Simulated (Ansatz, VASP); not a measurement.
## PdC18: VASP beside Ansatz

```
CELL_PARAMETERS angstrom
7.39800 0.00000 0.00000
-3.69900 6.40686 0.00000
0.00000 0.00000 12.00000
ATOMIC_POSITIONS crystal
C 0.00623 0.00531 0.08127
C 0.22854 0.11589 0.08129
C 0.00644 0.33899 0.07972
C 0.22880 0.44920 0.07881
C 0.00598 0.67201 0.07880
C 0.22833 0.78222 0.07972
C 0.33723 0.00442 0.08431
C 0.56109 0.11690 0.09226
C 0.33942 0.33855 0.08086
C 0.56211 0.44945 0.08133
C 0.33900 0.67153 0.07969
C 0.56121 0.78045 0.08426
C 0.67369 0.00430 0.09223
C 0.89756 0.11679 0.08427
C 0.67357 0.34074 0.08430
C 0.89578 0.44967 0.07970
C 0.67266 0.67175 0.08130
C 0.89535 0.78266 0.08082
Pd 0.61756 0.06052 0.26256
```

Alike in both runs: functional PBE; k mesh 2 × 2 × 1; occupations fermi-dirac, width 0.05 eV; no spin polarisation.

Ansatz relaxed the structure, and its values are those at the end. VASP's run is a single point on that final structure, the one shown.

```csv
,VASP,Ansatz
version,VASP 6.6.1,Ansatz 0.2.0
potentials or method,"VASP PAW PBE potentials, release 64 (C, Pd), cutoff 520 eV","scalar-relativistic, plane waves, PAW"
valence electrons in the cell,82,90
```

```tsv
	VASP	Ansatz	Ansatz less VASP
rms of the force components (eV/Å)	0.006	0.004	-0.0017
```

VASP's potentials hold 82 valence electrons a cell and Ansatz's 90, so a difference there can come from the potentials and not from the codes.

The k mesh is coarse, so the values compare programs but aren't converged.
